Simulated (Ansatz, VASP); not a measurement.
# Si: VASP beside Ansatz

```
Si
1.0
     5.42712    0.00000    0.00000
     0.00000    5.42712    0.00000
     0.00000    0.00000    5.42712
Si
8
Direct
  0.75000 0.75000 0.75000
  0.25000 0.25000 0.75000
  0.25000 0.75000 0.25000
  0.75000 0.25000 0.25000
  0.50000 0.50000 0.50000
  0.00000 0.00000 0.50000
  0.00000 0.50000 0.00000
  0.50000 0.00000 0.00000
```

Alike in both runs: task electric field gradients; functional HSE06; k mesh 3 × 3 × 3; no spin polarisation.

```csv
,VASP,Ansatz
version,VASP 6.6.1,Ansatz 0.2.0
potentials or method,"VASP PAW PBE potentials, release 64 (Si)","plane-wave PAW, scalar-relativistic"
plane-wave cutoff (eV),520,420
occupations,"gaussian, width 0.01 eV",fixed
valence electrons in the cell,32,32
```

Ansatz gave:

- gap on the k mesh at the Fermi level (eV): 1.28

Problem. Estimate VASP's values.

Solution. gap on the k mesh at the Fermi level (eV): 1.29.
